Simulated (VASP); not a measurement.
A run of VASP 6.6.1 is set up as follows.

File POSCAR:

```
GaN
1.0
    0.0562270730      2.1647423092      2.1647423092
    2.1647423092      0.0562270730      2.1647423092
    2.1647423092      2.1647423092      0.0562270730
Ga N
1 1
Direct
    0.0000000000      0.0000000000      0.0000000000
    0.5000000000      0.5000000000      0.5000000000
```

INCAR.step1

```
SYSTEM = GaN
PREC = Accurate
ENCUT = 1460
ISMEAR = 0
SIGMA = 0.01
LREAL = .False.
LASPH = .True.
NELM = 120
NBANDS = 16
GGA = PE
ALGO = Normal
EDIFF = 1E-5
LWAVE = .True.
LCHARG = .False.
GGA_COMPAT = .False.
```

Contents of INCAR.step2:

```
SYSTEM = GaN
PREC = Accurate
ENCUT = 1460
EDIFF = 1E-6
ISMEAR = 0
SIGMA = 0.01
LREAL = .False.
LASPH = .True.
NELM = 120
ALGO = Normal
ISIF = 2
LWAVE = .False.
LCHARG = .False.
METAGGA = R2SCAN
LMIXTAU = .True.
NBANDS = 16
ISTART = 1
GGA_COMPAT = .False.
```

Contents of KPOINTS:

```
regular mesh
0
Gamma
  10 10 10
  0 0 0
```

Potentials or basis: VASP PAW PBE potentials, release 64 (Ga_d, N_h).

Run with:

```sh
$ cat potpaw_PBE.64/Ga_d/POTCAR potpaw_PBE.64/N_h/POTCAR > POTCAR
$ cp INCAR.step1 INCAR
$ mpirun -np 1 vasp_std > vasp.out
$ cp INCAR.step2 INCAR
$ mpirun -np 1 vasp_std > vasp.out
```

Question: Predict the pressure.

Answer: -7.7 GPa.

Question: What does it give for the band gap on the k mesh?

Answer: 0.77 eV (least direct gap 2.67 eV).

Stress tensor (GPa, compression positive):
```
-7.75 -6.04 -6.04
-6.04 -7.75 -6.04
-6.04 -6.04 -7.75
```

Caveat: the cell differs from its parent crystal (strain along [111] +4.0%); the cell stands under tension; the structure was generated, so it needn't be the stable form of GaN; semilocal functionals underestimate gaps, and a narrow one can read as zero; the PAW data sets were made with another functional, which shifts forces and pressure a little. A k mesh can miss the band edges.
